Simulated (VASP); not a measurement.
# H29C8Cl3 in VASP: further runs, part 2 of 2

VASP 6.6.1. Earlier steps stand in the parts before.

### 3 Single point, r2SCAN+D3(BJ)

File POSCAR:

```
H29C8Cl3
1.0
    9.1589060000      0.0000000000      0.0000000000
    0.0000000000      9.1589060000      0.0000000000
    0.0000000000      0.0000000000      9.1589060000
C Cl H
8 3 29
Direct
    0.9256127315      0.9401341165      0.9027934122
    0.4506433410      0.5235232243      0.0881546333
    0.5042086904      0.9253725281      0.3484586478
    0.7714567657      0.5417131697      0.3882996506
    0.5063050107      0.8603756824      0.8970831232
    0.9211689693      0.0995752113      0.3988576802
    0.4460248855      0.2167180229      0.5895354751
    0.1392851941      0.5439732649      0.5319849336
    0.9786540008      1.0850422529      1.0170865385
    0.4278240218      0.3306835991      0.1148281247
    0.5576757748      0.8471863343      0.5112946896
    0.8087537966      0.9414661533      0.8897350841
    0.9738826886      0.9416845200      0.7944507783
    0.9539676464      0.8356893280      0.9601692604
    0.5432417365      0.5642813672      0.1482163918
    0.4637235058      0.5431980632     -0.0277762431
    0.3469082443      0.5698606362      0.1198505586
    0.3871204705      0.9365856577      0.3617680976
    0.5523694642      1.0332347553      0.3345268529
    0.5236869993      0.8523070332      0.2585461626
    0.7950185317      0.6006175847      0.4893597554
    0.7909787479      0.4274309617      0.4086186713
    0.8510405064      0.5810737658      0.3066414264
    0.6613344432      0.5606783168      0.3504457847
    0.5875810932      0.9129365450      0.9664800578
    0.4302151370      0.8102059351      0.9730092218
    0.5562017996      0.7764791996      0.8254151751
    0.4524557846      0.9432240051      0.8297060806
    0.9080778862      0.1604449265      0.2982779821
    0.9701049448      0.1607833949      0.4875254752
    0.9923346740      0.0033519287      0.3782547828
    0.8112540952      0.0603019618      0.4295054453
    0.3867383288      0.2642673699      0.4948298410
    0.5631786154      0.2318945079      0.5726338932
    0.4204323093      0.1006670447      0.5898848618
    0.4071010228      0.2658177734      0.6880843629
    0.1942262537      0.5395840944      0.6378927789
    0.1270566594      0.6573492511      0.5016210451
    0.0311390902      0.4955176961      0.5384485876
    0.2028080646      0.4899493455      0.4437975453
```

File INCAR.step1:

```
SYSTEM = H29C8Cl3
PREC     = Accurate       ! precision mode
ENCUT    = 520            ! plane-wave cutoff, eV
ISMEAR   = -1             ! smearing method
SIGMA    = 0.02           ! smearing width, eV
LREAL    = Auto         
LASPH    = .TRUE.         ! aspherical terms in the spheres
NELM     = 60             ! most SCF steps
NBANDS   = 67             ! bands
GGA      = PE             ! functional
ALGO     = Normal         ! electronic algorithm
EDIFF    = 1E-4           ! SCF threshold, eV
LWAVE    = .TRUE.         ! write WAVECAR
LCHARG   = .FALSE.        ! write CHGCAR
```

File INCAR.step2:

```
SYSTEM = H29C8Cl3
PREC     = Accurate       ! precision mode
ENCUT    = 520            ! plane-wave cutoff, eV
EDIFF    = 1E-6           ! SCF threshold, eV
ISMEAR   = -1             ! smearing method
SIGMA    = 0.02           ! smearing width, eV
LREAL    = Auto         
LASPH    = .TRUE.         ! aspherical terms in the spheres
NELM     = 60             ! most SCF steps
ALGO     = Normal         ! electronic algorithm
ISIF     = 2              ! what is computed and relaxed
LWAVE    = .FALSE.        ! write WAVECAR
LCHARG   = .FALSE.        ! write CHGCAR
METAGGA  = R2SCAN         ! meta-GGA
LMIXTAU  = .TRUE.       
IVDW     = 12             ! dispersion correction
VDW_S6   = 1.0          
VDW_S8   = 0.78981345   
VDW_A1   = 0.49484001   
VDW_A2   = 5.73083694   
NBANDS   = 67             ! bands
ISTART   = 1
```

File KPOINTS:

```
Automatic mesh
0
G
  1 1 1
  0 0 0
```

Potentials or basis: VASP PAW PBE potentials, release 64 (C, Cl, H).

Command:

```bash
$ cat potpaw_PBE.64/C/POTCAR potpaw_PBE.64/Cl/POTCAR potpaw_PBE.64/H/POTCAR > POTCAR
$ cp INCAR.step1 INCAR
$ mpirun -np 1 vasp_gam > vasp.out
$ cp INCAR.step2 INCAR
$ mpirun -np 1 vasp_gam > vasp.out
```

OUTCAR:

```text
SYSTEM = H29C8Cl3
   PREC = Accurate
   ENCUT = 520
   EDIFF = 1E-6
   ISMEAR = -1
   LREAL = Auto
   LASPH = .TRUE.
   NELM = 60
   ISIF = 2
   METAGGA = R2SCAN
   IVDW = 12
   ISTART = 1
 IVDW          = 12

 ion  position               nearest neighbor table
   1  0.926  0.940  0.903-  12 1.08  13 1.09  14 1.12   9 1.76
   2  0.451  0.524  0.088-  15 1.08  17 1.08  16 1.08  10 1.80
   3  0.504  0.925  0.348-  20 1.08  18 1.08  19 1.09  11 1.73
   4  0.771  0.542  0.388-  22 1.08  24 1.08  21 1.09  23 1.10
   5  0.506  0.860  0.897-  26 1.09  25 1.09  28 1.10  27 1.11
   6  0.921  0.100  0.399-  29 1.08  30 1.08  32 1.11  31 1.11
   7  0.446  0.217  0.590-  36 1.07  35 1.09  34 1.09  33 1.11
   8  0.139  0.544  0.532-  38 1.08  39 1.09  37 1.09  40 1.11
   9  0.979  0.085  0.017-   1 1.76
  10  0.428  0.331  0.115-   2 1.80
  11  0.558  0.847  0.511-   3 1.73
  12  0.809  0.941  0.890-   1 1.08
  13  0.974  0.942  0.794-   1 1.09
  14  0.954  0.836  0.960-   1 1.12
[... 24 lines left out ...]
  39  0.031  0.496  0.538-   8 1.09
  40  0.203  0.490  0.444-   8 1.11

  LATTYP: Found a simple cubic cell.
 ALAT       =     9.1589060000

  Lattice vectors:

[... 237 lines left out ...]
 k-point     1 :       0.0000    0.0000    0.0000
  band No.  band energies     occupation
      1     -20.7868      2.00000
      2     -20.4153      2.00000
      3     -20.3198      2.00000
      4     -16.2666      2.00000
      5     -16.0903      2.00000
      6     -15.9163      2.00000
[... 45 lines left out ...]
     52       3.5575      0.00000
     53       3.5936      0.00000
 [bands above 53 left out]

------------------------ aborting loop because EDIFF is reached ----------------------------------------

 Edisp (eV)   -0.48758

 E8    (eV) :    -0.0814

  FORCE on cell =-STRESS in cart. coord.  units (eV):
  Direction    XX          YY          ZZ          XY          YZ          ZX
  --------------------------------------------------------------------------------------
  -------------------------------------------------------------------------------------
  Total      -0.27783    -0.39593    -0.46442    -0.52431    -0.10883     0.39243
  in kB      -0.57937    -0.82565    -0.96848    -1.09336    -0.22694     0.81836
  external pressure =       -0.79 kB  Pullay stress =        0.00 kB

 VOLUME and BASIS-vectors are now :
 -----------------------------------------------------------------------------
  energy-cutoff  :      520.00
  volume of cell :      768.30
      direct lattice vectors                 reciprocal lattice vectors
     9.158906000  0.000000000  0.000000000     0.109183346  0.000000000  0.000000000
     0.000000000  9.158906000  0.000000000     0.000000000  0.109183346  0.000000000
     0.000000000  0.000000000  9.158906000     0.000000000  0.000000000  0.109183346

 POSITION                                       TOTAL-FORCE (eV/Angst)
 -----------------------------------------------------------------------------------
      8.47760      8.61060      8.26860        -0.018025     -1.556380      0.481624
      4.12740      4.79490      0.80740        -0.610391     -0.511092     -0.523495
      4.61800      8.47540      3.19150        -1.051643      0.599470     -0.297179
      7.06570      4.96150      3.55640         0.926352      0.486537     -0.084304
      4.63720      7.88010      8.21630         0.234160     -0.095414     -0.158677
      8.43690      0.91200      3.65310        -0.205363     -1.176609      0.008239
[... 32 lines left out ...]
      0.28520      4.53840      4.93160         0.049890     -0.109337      0.070882
      1.85750      4.48740      4.06470        -0.255114      0.155286      0.701946
 -----------------------------------------------------------------------------------
    total drift:                               -0.007268      0.005644     -0.006940

  FREE ENERGIE OF THE ION-ELECTRON SYSTEM (eV)
  ---------------------------------------------------
  free  energy   TOTEN  =      -208.0237892277 eV

  energy  without entropy=     -208.0237892277  energy(sigma->0) =     -208.02378923
```

OUTCAR.step1:

```text
SYSTEM = H29C8Cl3
   PREC = Accurate
   ENCUT = 520
   ISMEAR = -1
   LREAL = Auto
   LASPH = .TRUE.
   NELM = 60
[... 370 lines left out ...]
      8.43690      0.91200      3.65310        -0.189223     -1.152796      0.030778
[... 32 lines left out ...]
      0.28520      4.53840      4.93160        -0.155126     -0.195349      0.084059
      1.85750      4.48740      4.06470        -0.139334      0.060189      0.530779
 -----------------------------------------------------------------------------------
    total drift:                               -0.007732      0.003302     -0.001823

  FREE ENERGIE OF THE ION-ELECTRON SYSTEM (eV)
  ---------------------------------------------------
  free  energy   TOTEN  =      -187.1998938447 eV

  energy  without entropy=     -187.1998938446  energy(sigma->0) =     -187.19989384
```

Wall time 7.8 min (1 thread of AMD EPYC 7R43 (Zen 3), shared host); peak memory 0.71 GiB.

Results:

- Free energy: -208.0238 eV
- Pressure: -0.1 GPa
- Largest force: 1.629 eV/Å
- Band gap on the k mesh: 6.25 eV
- Dispersion energy per atom: -0.012 eV

Forces on the atoms (eV/Å):
```
C   -0.018 -1.556  0.482
C   -0.610 -0.511 -0.523
C   -1.052  0.599 -0.297
C    0.926  0.487 -0.084
C    0.234 -0.095 -0.159
C   -0.205 -1.177  0.008
C   -0.330 -0.115 -1.421
C    0.331 -0.216 -0.449
Cl   0.195  0.241 -0.202
Cl   0.277  0.158  0.042
Cl   0.764 -0.604  1.052
H   -0.364  0.176  0.003
H    0.365  0.310  0.093
H   -0.096  0.812 -0.564
H    0.123 -0.001  0.266
H    0.197 -0.097 -0.129
H   -0.006  0.383  0.337
H   -0.231  0.286 -0.398
H    0.135 -0.159 -0.106
H    0.368 -0.160 -0.363
H   -0.330  0.050 -0.121
H   -0.056 -0.436 -0.098
H   -0.353 -0.210  0.185
H   -0.202  0.040  0.123
H    0.182  0.026 -0.228
H   -0.327 -0.113 -0.176
H   -0.190  0.449  0.465
H    0.039 -0.204  0.185
H    0.260  0.276  0.026
H   -0.083  0.337  0.012
H   -0.479  0.505 -0.008
H    0.497  0.086  0.113
H    0.362 -0.109  0.539
H   -0.132  0.020  0.191
H    0.105 -0.022  0.164
H   -0.042  0.329  0.573
H    0.027 -0.201 -0.243
H   -0.077  0.371 -0.062
H    0.050 -0.109  0.071
H   -0.255  0.155  0.702
```

Caveat: the k points lie up to 0.69 Å⁻¹ apart; the PAW data sets were made with another functional, which shifts forces and pressure a little.
